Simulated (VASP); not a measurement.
# Sb (Pm-3m) in VASP: single point with PBE

Aim: the single point of Sb with PBE.

Everything below comes from runs of VASP 6.6.1. Logs are shortened: lines on timing, memory, paths and dates and some standing lists are left out, and cuts for length are marked.

## Step 1: The cell of the first run

Symmetry: Pm-3m, No. 221, cubic system. The conventional cell has a = 3.160 Å, b = 3.160 Å, c = 3.160 Å, α = 90.00°, β = 90.00°, γ = 90.00°. Within 4.2 Å of Sb (site symmetry m-3m) lie 6 Sb at 3.16 Å.

This isn't the form of Sb at room conditions, which is rhombohedral.

## Step 2: Single point, PBE

File INCAR:

```
  PREC = Accurate
  ENCUT = 500
  EDIFF = 1E-6
  ISMEAR = 0
  SIGMA = 0.1
  LREAL = False
  LASPH = True
  NELM = 120
  ALGO = Normal
  ISIF = 2
  LWAVE = False
  LCHARG = False
  GGA = PE
  ISYM = 0
  NBANDS = 54
  GGA_COMPAT = False
```

File KPOINTS:

```
Automatic mesh
0
Gamma
  2 2 2
  0.5 0.5 0.5
```

File POSCAR:

```
Sb
1.0
   -6.3200000000      6.3200000000      0.0000000000
    0.0000000000      6.3200000000     -6.3200000000
   -6.3200000000      0.0000000000     -6.3200000000
Sb
16
Direct
    0.7500000000      0.2500000000      0.7500000000
    0.7500000000      0.7500000000      0.7500000000
    0.2500000000      0.2500000000      0.7500000000
    0.5000000000      0.0000000000      0.5000000000
    0.2500000000      0.7500000000      0.7500000000
    0.5000000000      0.5000000000      0.5000000000
    0.7500000000      0.2500000000      0.2500000000
    0.7500000000      0.7500000000      0.2500000000
    0.0000000000      0.0000000000      0.5000000000
    0.0000000000      0.5000000000      0.5000000000
    0.2500000000      0.2500000000      0.2500000000
    0.5000000000      0.0000000000      0.0000000000
    0.2500000000      0.7500000000      0.2500000000
    0.5000000000      0.5000000000      0.0000000000
    0.0000000000      0.0000000000      0.0000000000
    0.0000000000      0.5000000000      0.0000000000
```

Potentials or basis: VASP PAW PBE potentials, release 64 (Sb).

Command:

```
cat potpaw_PBE.64/Sb/POTCAR > POTCAR
mpirun -np 1 vasp_std > vasp.out
```

OUTCAR:

```text
PREC = Accurate
   ENCUT = 500
   EDIFF = 1E-6
   ISMEAR = 0
   LREAL = False
   LASPH = True
   NELM = 120
   ISIF = 2
   GGA = PE
   ISYM = 0

 ion  position               nearest neighbor table
   1  0.750  0.250  0.750-   6 3.16   9 3.16  10 3.16  12 3.16  14 3.16  15 3.16
   2  0.750  0.750  0.750-   4 3.16   9 3.16  10 3.16  12 3.16  14 3.16  16 3.16
   3  0.250  0.250  0.750-   4 3.16   6 3.16  10 3.16  12 3.16  15 3.16  16 3.16
   4  0.500  0.000  0.500-   2 3.16   3 3.16   5 3.16   7 3.16   8 3.16  11 3.16
   5  0.250  0.750  0.750-   4 3.16   6 3.16   9 3.16  14 3.16  15 3.16  16 3.16
   6  0.500  0.500  0.500-   1 3.16   3 3.16   5 3.16   7 3.16   8 3.16  13 3.16
[... 8 lines left out ...]
  15  0.000  0.000  0.000-   1 3.16   3 3.16   5 3.16   7 3.16   8 3.16  13 3.16
  16  0.000  0.500  0.000-   2 3.16   3 3.16   5 3.16   7 3.16   8 3.16  11 3.16

IMPORTANT INFORMATION: All symmetrisations will be switched off!
NOSYMM: (Re-)initialisation of all symmetry stuff for point group C_1.

----------------------------------------------------------------------------------------

                                     Primitive cell

  volume of cell :     504.8719

  direct lattice vectors                    reciprocal lattice vectors
    -6.320000000  6.320000000  0.000000000    -0.079113924  0.079113924  0.079113924
     0.000000000  6.320000000 -6.320000000     0.079113924  0.079113924 -0.079113924
    -6.320000000  0.000000000 -6.320000000    -0.079113924 -0.079113924 -0.079113924

  length of vectors
     8.937829714  8.937829714  8.937829714     0.137029336  0.137029336  0.137029336

  position of ions in fractional coordinates (direct lattice)
     0.750000000  0.250000000  0.750000000
     0.750000000  0.750000000  0.750000000
     0.250000000  0.250000000  0.750000000
     0.500000000  0.000000000  0.500000000
     0.250000000  0.750000000  0.750000000
     0.500000000  0.500000000  0.500000000
[... 8 lines left out ...]
     0.000000000  0.000000000  0.000000000
     0.000000000  0.500000000  0.000000000

  ion indices of the primitive-cell ions
   primitive index   ion index
                 1           1
                 2           2
                 3           3
                 4           4
                 5           5
                 6           6
[... 8 lines left out ...]
                15          15
                16          16

----------------------------------------------------------------------------------------

 KPOINTS: Automatic mesh

Automatic generation of k-mesh.
 Grid dimensions read from file:
 generate k-points for:    2    2    2

 Generating k-lattice:

  Cartesian coordinates                     Fractional coordinates (reciprocal lattice)
    -0.039556962  0.039556962  0.039556962     0.500000000  0.000000000  0.000000000
     0.039556962  0.039556962 -0.039556962     0.000000000  0.500000000  0.000000000
    -0.039556962 -0.039556962 -0.039556962     0.000000000  0.000000000  0.500000000

  Length of vectors
     0.068514668  0.068514668  0.068514668

  Shift w.r.t. Gamma in fractional coordinates (k-lattice)
     0.500000000  0.500000000  0.500000000

 Subroutine IBZKPT returns following result:
 ===========================================

 Found     16 irreducible k-points:

 Following reciprocal coordinates:
            Coordinates               Weight
  0.250000  0.250000  0.250000      2.000000
  0.250000  0.000000  0.000000      2.000000
  0.000000  0.000000 -0.250000      2.000000
  0.000000  0.250000  0.000000      2.000000
 -0.250000  0.250000  0.250000      2.000000
  0.250000 -0.250000  0.250000      2.000000
[... 8 lines left out ...]
  0.000000  0.250000  0.500000      2.000000
  0.500000  0.250000  0.000000      2.000000
   k-points           NKPTS =     16   k-points in BZ     NKDIM =     16   number of bands    NBANDS=     54
   number of dos      NEDOS =    301   number of ions     NIONS =     16
   total plane-waves  NPLWV = 343000
   dimension x,y,z NGX =    70 NGY =   70 NGZ =   70
   dimension x,y,z NGXF=   140 NGYF=  140 NGZF=  140
   ions per type =              16
   NGX,Y,Z   is equivalent  to a cutoff of  13.02, 13.02, 13.02 a.u.
   NGXF,Y,Z  is equivalent  to a cutoff of  26.04, 26.04, 26.04 a.u.
 SYSTEM =  unknown system
   PREC   = accura    normal or accurate (medium, high low for compatibility)
   ISTART =      0    job   : 0-new  1-cont  2-samecut
   ICHARG =      2    charge: 1-file 2-atom 10-const
   ISPIN  =      1    spin polarized calculation?
   LNONCOLLINEAR =      F non collinear calculations
   LSORBIT =      F    spin-orbit coupling
   LASPH  =      T    aspherical Exc in radial PAW
   ENCUT  =  500.0 eV  36.75 Ry    6.06 a.u.  16.30 16.30 16.30*2*pi/ulx,y,z
   NELM   =    120;   NELMIN=  2; NELMDL= -5     # of ELM steps
   EDIFF  = 0.1E-05   stopping-criterion for ELM
   LREAL  =      F    real-space projection
   EDIFFG = 0.1E-04   stopping-criterion for IOM
   NSW    =      0    number of steps for IOM
   IBRION =     -1    ionic relax: 0-MD 1-quasi-New 2-CG
   NFREE  =      0    steps in history (QN), initial steepest desc. (CG)
   ISIF   =      2    stress and relaxation
   ISYM   =      0    0-nonsym 1-usesym 2-fastsym
   POTIM  = 0.5000    time-step for ionic-motion
   TEBEG  =    0.0;   TEEND  =   0.0 temperature during run
   PSTRESS=    0.0 pullay stress
   NELECT =      80.0000    total number of electrons
   NUPDOWN=      -1.0000    fix difference up-down
   EMIN   =  10.00;   EMAX   =-10.00  energy-range for DOS
   EFERMI =   0.00;   METHOD = LEGACY
   ISMEAR =     0;   SIGMA  =   0.10  broadening in eV -4-tet -1-fermi 0-gaus
   EFERMI_NEDOS =   21; number of points for ismear=-14 and -15
   IALGO  =     38    algorithm
   IMIX   =      4    mixing-type and parameters
     AMIX     =   0.40;   BMIX     =  1.00
     AMIX_MAG =   1.60;   BMIX_MAG =  1.00
  volume/ion in A,a.u.               =      31.55       212.94
  Fermi-wavevector in a.u.,A,eV,Ry     =   0.885886  1.674081 10.677766  0.784794
  Thomas-Fermi vector in A             =   2.006979
   LORBIT       =      0    0 simple, 1 ext, 2 COOP (PROOUT), +10 PAW based schemes
   GGA     = PE    functional components
   LHFCALC =     F    Hartree Fock is set to
   AEXX    =    0.0000 exact exchange contribution
   IVDW    =     0    specifies the selected vdW correction
   LEPSILON=     F    determine dielectric tensor
   LRPA    =     F    only Hartree local field effects (RPA)
 non-spin polarized calculation
 Gauss-broadening in eV      SIGMA  =   0.10
  energy-cutoff  :      500.00
  volume of cell :      504.87
 maximum number of plane-waves:     12821
 NGX is ok and might be reduce to    70
   NGX = 33   NGY = 33   NGZ = 33

 number of electron      80.0000000 magnetization

 Free energy of the ion-electron system (eV)
  ---------------------------------------------------
  ext. energy  EPLUGINS =         0.00000000
  ---------------------------------------------------
  free energy    TOTEN  =       -65.37636193 eV

  energy without entropy =      -65.36529037  energy(sigma->0) =      -65.37082615

 E-fermi :   6.5264     XC(G=0):  -9.3825

 val. band max:        6.3829836557   @ k =   0.0000   0.2500   0.5000
 cond. band min:       6.6727414253   @ k =   0.0000   0.2500   0.5000
 fundamental gap:      0.2897577696
 Fermi energy:         6.5264097196

 k-point     1 :       0.2500    0.2500    0.2500
  band No.  band energies     occupation
      1      -5.3612      2.00000
      2      -4.1040      2.00000
      3      -3.3514      2.00000
      4      -3.3514      2.00000
      5      -3.3514      2.00000
      6      -3.3293      2.00000
[... 44 lines left out ...]
     51       8.4074      0.00000
     52       8.4074      0.00000

 k-point     2 :       0.2500    0.0000    0.0000
  band No.  band energies     occupation
      1      -5.3612      2.00000
      2      -4.1040      2.00000
      3      -3.3514      2.00000
      4      -3.3514      2.00000
      5      -3.3514      2.00000
      6      -3.3293      2.00000
[... 44 lines left out ...]
     51       8.4074      0.00000
     52       8.4074      0.00000

 k-point     3 :       0.0000    0.0000   -0.2500
  band No.  band energies     occupation
      1      -5.3612      2.00000
      2      -4.1040      2.00000
      3      -3.3514      2.00000
      4      -3.3514      2.00000
      5      -3.3514      2.00000
      6      -3.3293      2.00000
[... 44 lines left out ...]
     51       8.4074      0.00000
     52       8.4074      0.00000
[... 606 lines left out ...]
 k-point    15 :       0.0000    0.2500    0.5000
  band No.  band energies     occupation
      1      -4.9428      2.00000
      2      -4.5237      2.00000
      3      -4.1721      2.00000
      4      -3.7511      2.00000
      5      -3.7511      2.00000
      6      -2.9719      2.00000
[... 44 lines left out ...]
     51       9.1274      0.00000
     52       9.3188      0.00000

 k-point    16 :       0.5000    0.2500    0.0000
  band No.  band energies     occupation
      1      -4.9428      2.00000
      2      -4.5237      2.00000
      3      -4.1721      2.00000
      4      -3.7511      2.00000
      5      -3.7511      2.00000
      6      -2.9719      2.00000
[... 44 lines left out ...]
     51       9.1274      0.00000
     52       9.3188      0.00000
 [bands above 52 left out]

------------------------ aborting loop because EDIFF is reached ----------------------------------------

  FORCE on cell =-STRESS in cart. coord.  units (eV):
  Direction    XX          YY          ZZ          XY          YZ          ZX
  --------------------------------------------------------------------------------------
  -------------------------------------------------------------------------------------
  Total       -9.1032365     -9.1032376     -9.1032381      0.0000005      0.0000073     -0.0000030
  in kB      -28.8885122    -28.8885159    -28.8885175      0.0000017      0.0000231     -0.0000096
  external PRESSURE =     -28.8885152 kB  Pullay stress =       0.0000000 kB

 VOLUME and BASIS-vectors are now :
 -----------------------------------------------------------------------------
  energy-cutoff  :      500.00
  volume of cell :      504.87
      direct lattice vectors                 reciprocal lattice vectors
    -6.320000000  6.320000000  0.000000000    -0.079113924  0.079113924  0.079113924
     0.000000000  6.320000000 -6.320000000     0.079113924  0.079113924 -0.079113924
    -6.320000000  0.000000000 -6.320000000    -0.079113924 -0.079113924 -0.079113924

 POSITION                                       TOTAL-FORCE (eV/Angst)
 -----------------------------------------------------------------------------------
     -9.48000      6.32000     -6.32000        -0.000004      0.000001     -0.000006
     -9.48000      9.48000     -9.48000         0.000003     -0.000005      0.000001
     -6.32000      3.16000     -6.32000         0.000002     -0.000003      0.000003
     -6.32000      3.16000     -3.16000         0.000003     -0.000002     -0.000002
     -6.32000      6.32000     -9.48000        -0.000005      0.000003     -0.000005
     -6.32000      6.32000     -6.32000        -0.000002     -0.000000     -0.000002
[... 8 lines left out ...]
      0.00000      0.00000      0.00000         0.000001      0.000000      0.000002
      0.00000      3.16000     -3.16000        -0.000004      0.000003      0.000002
 -----------------------------------------------------------------------------------
    total drift:                                0.000001      0.000001     -0.000001

  FREE ENERGIE OF THE ION-ELECTRON SYSTEM (eV)
  ---------------------------------------------------
  free  energy   TOTEN  =       -65.3763619323 eV

  energy  without entropy=      -65.3652903660  energy(sigma->0) =      -65.37082615
```

It took 17 min on 1 thread of Intel Xeon 8259CL, shared host; peak memory 0.84 GiB.

Results:

```
Free energy : -65.3764 eV
Pressure    : -2.9 GPa
```

Caveat: spin-orbit coupling is left out, which moves the levels of the heavy elements.
